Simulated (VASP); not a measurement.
GaAs, 2 atoms in the cell. It takes space group F-43m (No. 216, cubic). The conventional cell has a = 5.667 Å, b = 5.667 Å, c = 5.667 Å, α = 90.00°, β = 90.00°, γ = 90.00°. Within 3.2 Å of Ga (site symmetry -43m) lie 4 As at 2.45 Å. Within 3.2 Å of As (site symmetry -43m) lie 4 Ga at 2.45 Å. 

```yaml
Program: VASP 6.6.1
Task: single point
Functional: r2SCAN
Potentials_or_basis: VASP PAW PBE potentials, release 64 (Ga_d, As)
Cutoff: 520 eV
k_mesh: 14 × 14 × 14
Occupations: fermi-dirac, width 0.1 eV
Spin: no spin polarisation
Dipole_correction: no
Further_INCAR_settings: ALGO = Normal; EDIFF = 1e-06; NBANDS = 16
```

Potentials or basis: VASP PAW PBE potentials, release 64 (Ga_d, As).

The run is started by

```bash
$ cat potpaw_PBE.64/Ga_d/POTCAR potpaw_PBE.64/As/POTCAR > POTCAR
$ cp INCAR.step1 INCAR
$ mpirun -np 1 vasp_std > vasp.out
$ cp INCAR.step2 INCAR
$ mpirun -np 1 vasp_std > vasp.out
```

Hardware: 1 thread of Intel(R) Xeon(R) 6975P-C (Granite Rapids) (shared host).

Task: How long does it take, and how much memory?

Result: It took 2 min on 1 thread of Intel(R) Xeon(R) 6975P-C (Granite Rapids), on a shared host, peak memory 0.22 GiB. Counts: k points 104.
